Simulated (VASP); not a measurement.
# AgH8O4F in VASP: notebook

Runs on AgH8O4F. Level: PBE+D3(BJ). Tasks: single point.

Program: VASP 6.6.1. These are calculated values, not measurements. Logs are shortened: lines on timing, memory, paths and dates and some standing lists are left out, and cuts for length are marked.

## (1) The cell of the first run

The cell holds an amorphous packing of atoms, 14 atoms: a = 5.474 Å, b = 5.474 Å, c = 5.474 Å, α = 90.00°, β = 90.00°, γ = 90.00°.

## (2) Single point, PBE+D3(BJ)

INCAR reads:

```
SYSTEM = AgH8O4F
PREC = Accurate
ENCUT = 520
EDIFF = 1E-6
ISMEAR = -1
SIGMA = 0.02
LREAL = .False.
LASPH = .True.
NELM = 60
ALGO = Normal
ISIF = 2
LWAVE = .False.
LCHARG = .True.
GGA = PE
IVDW = 12
LELF = .True.
LVHAR = .True.
NBANDS = 38
```

KPOINTS reads:

```
regular mesh
0
Gamma
  1 1 1
  0 0 0
```

POSCAR reads:

```
AgH8O4F
1.0
    5.4737040000      0.0000000000      0.0000000000
    0.0000000000      5.4737040000      0.0000000000
    0.0000000000      0.0000000000      5.4737040000
O H Ag F
4 8 1 1
Direct
    0.7919682906      0.7033993800      0.2295885930
    0.5051789428      0.2725759376      0.6935705694
    0.3654381019      0.9848358625      0.2199059357
    0.9145909242      0.0337248781      0.9101515171
    0.8783449014      0.5704181300      0.3006373746
    0.6217727521      0.6892590465      0.2650855801
    0.3946322271      0.3905764725      0.6027728207
    0.4125725469      0.2172386377      0.8393036964
    0.4418762871      1.0687826744      0.3545679489
    0.2120319257      1.0679971003      0.2016367710
    0.7723654768      0.1334562483      0.8571892086
    0.8695026256     -0.0778449109      1.0534731144
    0.0660247613      0.8063826615      0.6400784551
    0.1783618552      0.5007943433      0.4310609415
```

Potentials or basis: VASP PAW PBE potentials, release 64 (O, H, Ag, F).

Command:

```bash
$ cat potpaw_PBE.64/O/POTCAR potpaw_PBE.64/H/POTCAR potpaw_PBE.64/Ag/POTCAR potpaw_PBE.64/F/POTCAR > POTCAR
$ mpirun -np 1 vasp_gam > vasp.out
```

OUTCAR:

```text
SYSTEM = AgH8O4F
   PREC = Accurate
   ENCUT = 520
   EDIFF = 1E-6
   ISMEAR = -1
   LREAL = .False.
   LASPH = .True.
   NELM = 60
   ISIF = 2
   GGA = PE
   IVDW = 12
 IVDW          = 12

 ion  position               nearest neighbor table
   1  0.792  0.703  0.230-   5 0.95   6 0.95  13 2.76
   2  0.505  0.273  0.694-   8 0.99   7 1.02
   3  0.365  0.985  0.220-  10 0.96   9 0.96
   4  0.915  0.034  0.910-  11 0.99  12 1.02  13 2.10
   5  0.878  0.570  0.301-   1 0.95
   6  0.622  0.689  0.265-   1 0.95
   7  0.395  0.391  0.603-   2 1.02
   8  0.413  0.217  0.839-   2 0.99
   9  0.442  0.069  0.355-   3 0.96
  10  0.212  0.068  0.202-   3 0.96
  11  0.772  0.133  0.857-   4 0.99
  12  0.870  0.922  0.053-   4 1.02
  13  0.066  0.806  0.640-   4 2.10  14 2.12   1 2.76
  14  0.178  0.501  0.431-  13 2.12

  LATTYP: Found a simple cubic cell.
 ALAT       =     5.4737040000

  Lattice vectors:

 A1 = (   5.4737040000,   0.0000000000,   0.0000000000)
 A2 = (   0.0000000000,   5.4737040000,   0.0000000000)
 A3 = (   0.0000000000,   0.0000000000,   5.4737040000)

Analysis of symmetry for initial positions (statically):
=====================================================================
 Subroutine PRICEL returns:
 Original cell was already a primitive cell.

 Routine SETGRP: Setting up the symmetry group for a
 simple cubic supercell.

 Subroutine GETGRP returns: Found  1 space group operations
 (whereof  1 operations were pure point group operations)
 out of a pool of 48 trial point group operations.

The static configuration has the point symmetry C_1 .

Analysis of symmetry for dynamics (positions and initial velocities):
=====================================================================
 Subroutine PRICEL returns:
 Original cell was already a primitive cell.

 Routine SETGRP: Setting up the symmetry group for a
 simple cubic supercell.

 Subroutine GETGRP returns: Found  1 space group operations
 (whereof  1 operations were pure point group operations)
 out of a pool of 48 trial point group operations.

The dynamic configuration has the point symmetry C_1 .

 Subroutine INISYM returns: Found  1 space group operations
 (whereof  1 operations are pure point group operations),
 and found     1 'primitive' translations

----------------------------------------------------------------------------------------

                                     Primitive cell

  volume of cell :     164.0000

  direct lattice vectors                    reciprocal lattice vectors
     5.473704000  0.000000000  0.000000000     0.182691647  0.000000000  0.000000000
     0.000000000  5.473704000  0.000000000     0.000000000  0.182691647  0.000000000
     0.000000000  0.000000000  5.473704000     0.000000000  0.000000000  0.182691647

  length of vectors
     5.473704000  5.473704000  5.473704000     0.182691647  0.182691647  0.182691647

  position of ions in fractional coordinates (direct lattice)
     0.791968291  0.703399380  0.229588593
     0.505178943  0.272575938  0.693570569
     0.365438102  0.984835862  0.219905936
     0.914590924  0.033724878  0.910151517
     0.878344901  0.570418130  0.300637375
     0.621772752  0.689259046  0.265085580
     0.394632227  0.390576473  0.602772821
     0.412572547  0.217238638  0.839303696
     0.441876287  0.068782674  0.354567949
     0.212031926  0.067997100  0.201636771
     0.772365477  0.133456248  0.857189209
     0.869502626  0.922155089  0.053473114
     0.066024761  0.806382662  0.640078455
     0.178361855  0.500794343  0.431060942

  ion indices of the primitive-cell ions
   primitive index   ion index
                 1           1
                 2           2
                 3           3
                 4           4
                 5           5
                 6           6
                 7           7
                 8           8
                 9           9
                10          10
                11          11
                12          12
                13          13
                14          14

----------------------------------------------------------------------------------------

 KPOINTS: regular mesh

Automatic generation of k-mesh.
 Grid dimensions read from file:
 generate k-points for:    1    1    1

 Generating k-lattice:

  Cartesian coordinates                     Fractional coordinates (reciprocal lattice)
     0.182691647  0.000000000  0.000000000     1.000000000  0.000000000  0.000000000
     0.000000000  0.182691647  0.000000000     0.000000000  1.000000000  0.000000000
     0.000000000  0.000000000  0.182691647     0.000000000  0.000000000  1.000000000

  Length of vectors
     0.182691647  0.182691647  0.182691647

  Shift w.r.t. Gamma in fractional coordinates (k-lattice)
     0.000000000  0.000000000  0.000000000

 Subroutine IBZKPT returns following result:
 ===========================================

 Found      1 irreducible k-points:

 Following reciprocal coordinates:
            Coordinates               Weight
  0.000000  0.000000  0.000000      1.000000
   k-points           NKPTS =      1   k-points in BZ     NKDIM =      1   number of bands    NBANDS=     38
   number of dos      NEDOS =    301   number of ions     NIONS =     14
   total plane-waves  NPLWV =  74088
   dimension x,y,z NGX =    42 NGY =   42 NGZ =   42
   dimension x,y,z NGXF=    84 NGYF=   84 NGZF=   84
   ions per type =               4   8   1   1
   NGX,Y,Z   is equivalent  to a cutoff of  12.76, 12.76, 12.76 a.u.
   NGXF,Y,Z  is equivalent  to a cutoff of  25.51, 25.51, 25.51 a.u.
 SYSTEM =  AgH8O4F
   PREC   = accura    normal or accurate (medium, high low for compatibility)
   ISTART =      0    job   : 0-new  1-cont  2-samecut
   ICHARG =      2    charge: 1-file 2-atom 10-const
   ISPIN  =      1    spin polarized calculation?
   LNONCOLLINEAR =      F non collinear calculations
   LSORBIT =      F    spin-orbit coupling
   LASPH  =      T    aspherical Exc in radial PAW
   ENCUT  =  520.0 eV  38.22 Ry    6.18 a.u.  10.18 10.18 10.18*2*pi/ulx,y,z
   NELM   =     60;   NELMIN=  2; NELMDL= -5     # of ELM steps
   EDIFF  = 0.1E-05   stopping-criterion for ELM
   LREAL  =      F    real-space projection
   EDIFFG = 0.1E-04   stopping-criterion for IOM
   NSW    =      0    number of steps for IOM
   IBRION =     -1    ionic relax: 0-MD 1-quasi-New 2-CG
   NFREE  =      0    steps in history (QN), initial steepest desc. (CG)
   ISIF   =      2    stress and relaxation
   ISYM   =      2    0-nonsym 1-usesym 2-fastsym
   POTIM  = 0.5000    time-step for ionic-motion
   TEBEG  =    0.0;   TEEND  =   0.0 temperature during run
   PSTRESS=    0.0 pullay stress
   NELECT =      50.0000    total number of electrons
   NUPDOWN=      -1.0000    fix difference up-down
   EMIN   =  10.00;   EMAX   =-10.00  energy-range for DOS
   EFERMI =   0.00;   METHOD = LEGACY
   ISMEAR =    -1;   SIGMA  =   0.02  broadening in eV -4-tet -1-fermi 0-gaus
   EFERMI_NEDOS =   21; number of points for ismear=-14 and -15
   IALGO  =     38    algorithm
   IMIX   =      4    mixing-type and parameters
     AMIX     =   0.40;   BMIX     =  1.00
     AMIX_MAG =   1.60;   BMIX_MAG =  1.00
  volume/ion in A,a.u.               =      11.71        79.05
  Fermi-wavevector in a.u.,A,eV,Ry     =   1.101836  2.082168 16.518044  1.214042
  Thomas-Fermi vector in A             =   2.238269
   LORBIT       =      0    0 simple, 1 ext, 2 COOP (PROOUT), +10 PAW based schemes
   GGA     = PE    functional components
   LHFCALC =     F    Hartree Fock is set to
   AEXX    =    0.0000 exact exchange contribution
   IVDW    =    12    specifies the selected vdW correction
   LEPSILON=     F    determine dielectric tensor
   LRPA    =     F    only Hartree local field effects (RPA)
 non-spin polarized calculation
  energy-cutoff  :      520.00
  volume of cell :      164.00
 maximum number of plane-waves:      2193
 NGX is ok and might be reduce to    42
   NGX = 21   NGY = 21   NGZ = 21

 number of electron      49.9999995 magnetization

 Free energy of the ion-electron system (eV)
  ---------------------------------------------------
  ext. energy  EPLUGINS =         0.00000000
  ---------------------------------------------------
  free energy    TOTEN  =       -64.42581393 eV

  energy without entropy =      -64.42581393  energy(sigma->0) =      -64.42581393

 E-fermi :  -1.6666     XC(G=0):  -7.2109

 val. band max:       -2.1763492800   @ k =   0.0000   0.0000   0.0000
 cond. band min:       0.9130505315   @ k =   0.0000   0.0000   0.0000
 fundamental gap:      3.0893998115
 Fermi energy:        -1.6666120045

 k-point     1 :       0.0000    0.0000    0.0000
  band No.  band energies     occupation
      1     -22.7868      2.00000
      2     -22.0946      2.00000
      3     -21.6526      2.00000
      4     -21.5388      2.00000
      5     -20.8768      2.00000
      6     -10.1938      2.00000
[... 29 lines left out ...]
     36       8.8020      0.00000
     37       9.1632      0.00000
 [bands above 37 left out]

------------------------ aborting loop because EDIFF is reached ----------------------------------------

 Edisp (eV)   -0.69367

 E8    (eV) :    -0.1846

  FORCE on cell =-STRESS in cart. coord.  units (eV):
  Direction    XX          YY          ZZ          XY          YZ          ZX
  --------------------------------------------------------------------------------------
  -------------------------------------------------------------------------------------
  Total       0.19723     0.51565    -0.60210    -0.43166     0.69922     0.31561
  in kB       1.92682     5.03759    -5.88212    -4.21701     6.83098     3.08327
  external pressure =        0.36 kB  Pullay stress =        0.00 kB

 VOLUME and BASIS-vectors are now :
 -----------------------------------------------------------------------------
  energy-cutoff  :      520.00
  volume of cell :      164.00
      direct lattice vectors                 reciprocal lattice vectors
     5.473704000  0.000000000  0.000000000     0.182691647  0.000000000  0.000000000
     0.000000000  5.473704000  0.000000000     0.000000000  0.182691647  0.000000000
     0.000000000  0.000000000  5.473704000     0.000000000  0.000000000  0.182691647

 POSITION                                       TOTAL-FORCE (eV/Angst)
 -----------------------------------------------------------------------------------
      4.33500      3.85020      1.25670        -0.102728      1.299930     -0.780753
      2.76520      1.49200      3.79640        -0.283185     -0.138799      0.380920
      2.00030      5.39070      1.20370         0.386541     -0.379718     -0.499878
      5.00620      0.18460      4.98190        -0.122263      0.221349      0.703078
      4.80780      3.12230      1.64560         1.178599     -1.146950      0.503201
      3.40340      3.77280      1.45100        -1.148821      0.006539      0.049256
      2.16010      2.13790      3.29940        -0.039008     -0.463992      0.256036
      2.25830      1.18910      4.59410         0.118039      0.295423     -0.646104
      2.41870      0.37650      1.94080         0.362950      0.448145      0.741257
      1.16060      0.37220      1.10370        -0.656029      0.353967     -0.218494
      4.22770      0.73050      4.69200         0.349682     -0.276746     -0.034511
      4.75940      5.04760      0.29270        -0.263944      0.164568     -0.749492
      0.36140      4.41390      3.50360         0.011639     -0.318047      0.073946
      0.97630      2.74120      2.35950         0.208529     -0.065668      0.221540
 -----------------------------------------------------------------------------------
    total drift:                                0.000824      0.001742      0.000134

  FREE ENERGIE OF THE ION-ELECTRON SYSTEM (eV)
  ---------------------------------------------------
  free  energy   TOTEN  =       -65.1194886733 eV

  energy  without entropy=      -65.1194886733  energy(sigma->0) =      -65.11948867
```

Wall time 17 s (1 thread of Intel Xeon Platinum 8375C at 2.90GHz (Ice Lake), shared host); peak memory 0.25 GiB.

Results:

- Free energy: -65.1195 eV
- Pressure: 0.0 GPa
- Largest force: 1.720 eV/Å
- Band gap on the k mesh: 3.09 eV
- Dispersion energy per atom: -0.050 eV

Forces in eV/Å, atoms in the order of the input:
```
O   -0.103  1.300 -0.781
O   -0.283 -0.139  0.381
O    0.387 -0.380 -0.500
O   -0.122  0.221  0.703
H    1.179 -1.147  0.503
H   -1.149  0.007  0.049
H   -0.039 -0.464  0.256
H    0.118  0.295 -0.646
H    0.363  0.448  0.741
H   -0.656  0.354 -0.218
H    0.350 -0.277 -0.035
H   -0.264  0.165 -0.749
Ag   0.012 -0.318  0.074
F    0.209 -0.066  0.222
```

Levels at points of the mesh, in eV from the valence-band top:
| k point | band 21 | band 22 | band 23 | band 24 | band 25 | band 26 | band 27 | band 28 | band 29 | band 30 |
| --- | --- | --- | --- | --- | --- | --- | --- | --- | --- | --- |
| (0.00, 0.00, 0.00) | -1.10 | -0.97 | -0.79 | -0.49 | 0.00 | 3.09 | 6.95 | 7.24 | 7.48 | 8.72 |

Caveat: the k points lie up to 1.15 Å⁻¹ apart.

## (3) Single point, PBE+D3(BJ)

INCAR reads:

```
  PREC = Accurate
  ENCUT = 520
  EDIFF = 1E-7
  ISMEAR = -1
  SIGMA = 0.02
  LREAL = F
  LASPH = T
  NELM = 60
  ALGO = Normal
  ISIF = 2
  LWAVE = F
  LCHARG = F
  GGA = PE
  IVDW = 12
  NBANDS = 38
```

KPOINTS reads:

```
Automatic mesh
0
Gamma
  1 1 1
```

POSCAR reads:

```
AgH8O4F
1.0
    5.4737040000      0.0000000000      0.0000000000
    0.0000000000      5.4737040000      0.0000000000
    0.0000000000      0.0000000000      5.4737040000
O H Ag F
4 8 1 1
Direct
    0.7543703496      0.6795946584      0.1830935688
    0.4881338121      0.2578144525      0.6679754696
    0.4108735145      1.0017713782      0.2155761437
    0.8836612283      0.0530719235      0.8838621891
    0.8876987137      0.5729575439      0.2341741534
    0.6059333862      0.6222294812      0.2591846399
    0.3470775913      0.3623323439      0.5980045688
    0.4276080694      0.2241626511      0.8316306472
    0.4443791626      1.0786845617      0.3775322889
    0.2519683198      1.0667547971      0.1689897737
    0.7656789625      0.1672724722      0.8045374759
    0.7959144302     -0.0264354813      1.0204972720
    0.0655314938      0.7941605903      0.6295371471
    0.1851214461      0.4846078633      0.4418945562
```

Potentials or basis: VASP PAW PBE potentials, release 64 (O, H, Ag, F).

Command:

```bash
$ cat potpaw_PBE.64/O/POTCAR potpaw_PBE.64/H/POTCAR potpaw_PBE.64/Ag/POTCAR potpaw_PBE.64/F/POTCAR > POTCAR
$ mpirun -np 1 vasp_gam > vasp.out
```

OUTCAR:

```text
PREC = Accurate
   ENCUT = 520
   EDIFF = 1E-7
   ISMEAR = -1
   LREAL = F
   LASPH = T
   NELM = 60
   ISIF = 2
   GGA = PE
   IVDW = 12
 IVDW          = 12

 ion  position               nearest neighbor table
   1  0.754  0.680  0.183-   6 0.97   5 0.98
   2  0.488  0.258  0.668-   8 0.97   7 1.03
   3  0.411  0.002  0.216-  10 0.97   9 1.00
   4  0.884  0.053  0.884-  12 0.99  11 1.00  13 2.22
[... 255 lines left out ...]

 VOLUME and BASIS-vectors are now :
 -----------------------------------------------------------------------------
  energy-cutoff  :      520.00
  volume of cell :      164.00
      direct lattice vectors                 reciprocal lattice vectors
     5.473704000  0.000000000  0.000000000     0.182691647  0.000000000  0.000000000
     0.000000000  5.473704000  0.000000000     0.000000000  0.182691647  0.000000000
     0.000000000  0.000000000  5.473704000     0.000000000  0.000000000  0.182691647

 POSITION                                       TOTAL-FORCE (eV/Angst)
 -----------------------------------------------------------------------------------
      4.12920      3.71990      1.00220         0.722578      0.087433     -0.197349
      2.67190      1.41120      3.65630        -0.325767      0.073404      0.256321
      2.24900      0.00970      1.18000        -0.235316      0.407182      0.320995
      4.83690      0.29050      4.83800         0.246645      0.359036     -0.192052
      4.85900      3.13620      1.28180         0.052832     -0.194345      0.119222
      3.31670      3.40590      1.41870        -0.405379      0.000903      0.164203
      1.89980      1.98330      3.27330         0.569237     -0.005619     -0.386480
      2.34060      1.22700      4.55210         0.019015     -0.263484      0.276437
      2.43240      0.43070      2.06650        -0.029705     -0.192825     -0.388653
      1.37920      0.36540      0.92500        -0.124761      0.022114      0.039592
      4.19110      0.91560      4.40380         0.334802     -0.380542     -0.024383
      4.35660      5.32900      0.11220        -0.009761     -0.456346     -0.236460
      0.35870      4.34700      3.44590        -0.522392      0.345260      0.578064
      1.01330      2.65260      2.41880        -0.292028      0.197829     -0.329457
 -----------------------------------------------------------------------------------
    total drift:                                0.000536     -0.000059     -0.000603

  FREE ENERGIE OF THE ION-ELECTRON SYSTEM (eV)
  ---------------------------------------------------
  free  energy   TOTEN  =       -65.0322939791 eV

  energy  without entropy=      -65.0322939791  energy(sigma->0) =      -65.03229398
```

Wall time 16 s (1 thread of Intel Xeon Platinum 8375C at 2.90GHz (Ice Lake), shared host); peak memory 0.24 GiB.

Results:

| Quantity | Value |
| --- | --- |
| Free energy | -65.0323 eV |
| Pressure | -0.6 GPa |
| Largest force | 0.852 eV/Å |
| Band gap on the k mesh | 3.12 eV |
| Dispersion energy per atom | -0.050 eV |

Forces in eV/Å, atoms in the order of the input:
```
O    0.723  0.087 -0.197
O   -0.326  0.073  0.256
O   -0.235  0.407  0.321
O    0.247  0.359 -0.192
H    0.053 -0.194  0.119
H   -0.405  0.001  0.164
H    0.569 -0.006 -0.386
H    0.019 -0.263  0.276
H   -0.030 -0.193 -0.389
H   -0.125  0.022  0.040
H    0.335 -0.381 -0.024
H   -0.010 -0.456 -0.236
Ag  -0.522  0.345  0.578
F   -0.292  0.198 -0.329
```

Stress tensor (GPa, compression positive):
```
-1.07 -0.59  0.14
-0.59  0.66 -1.04
 0.14 -1.04 -1.35
```

Levels at points of the mesh, in eV from the valence-band top:
```csv
k point,band 21,band 22,band 23,band 24,band 25,band 26,band 27,band 28,band 29,band 30
"(0.00, 0.00, 0.00)",-0.98,-0.88,-0.69,-0.47,0.00,3.12,7.09,7.28,7.51,8.89
```

Caveat: the k points lie up to 1.15 Å⁻¹ apart.
